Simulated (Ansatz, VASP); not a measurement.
SiCl5 in VASP and in Ansatz

```
Si Cl
1.0
     6.11567    0.00000    0.00000
    -3.05783    5.29633    0.00000
     0.00000    0.00000    5.09050
Si Cl
1 5
Direct
  0.33333 0.66667 0.00000
  0.85611 0.14389 0.50000
  0.85611 0.71221 0.50000
  0.28779 0.14389 0.50000
  0.00000 0.00000 0.00000
  0.33333 0.66667 0.50000
```

Alike in both runs: task relaxation of cell and atoms; functional PBE; k mesh 3 × 3 × 4; occupations gaussian, width 0.1 eV; no spin polarisation.

|  | VASP | Ansatz |
| --- | --- | --- |
| version | VASP 6.6.1 | Ansatz 0.2.0 |
| potentials or method | VASP PAW PBE potentials, release 64 (Si, Cl), cutoff 600 eV | scalar-relativistic, plane waves, PAW |
| valence electrons in the cell | 39 | 39 |

|  | VASP | Ansatz | Ansatz less VASP |
| --- | --- | --- | --- |
| gap on the k mesh at the Fermi level, each at its own relaxed structure (eV) | none | none | - |
| relaxed volume (Å³/atom) | 27.53 | 27.67 | +0.135 |
| relaxed cell length with the largest relative difference (Å) | 4.799 | 4.748 | -0.0509 |

A gap of «none» marks a metal or a gap that the smearing closes.

The k mesh is coarse, so the values compare programs but aren't converged.
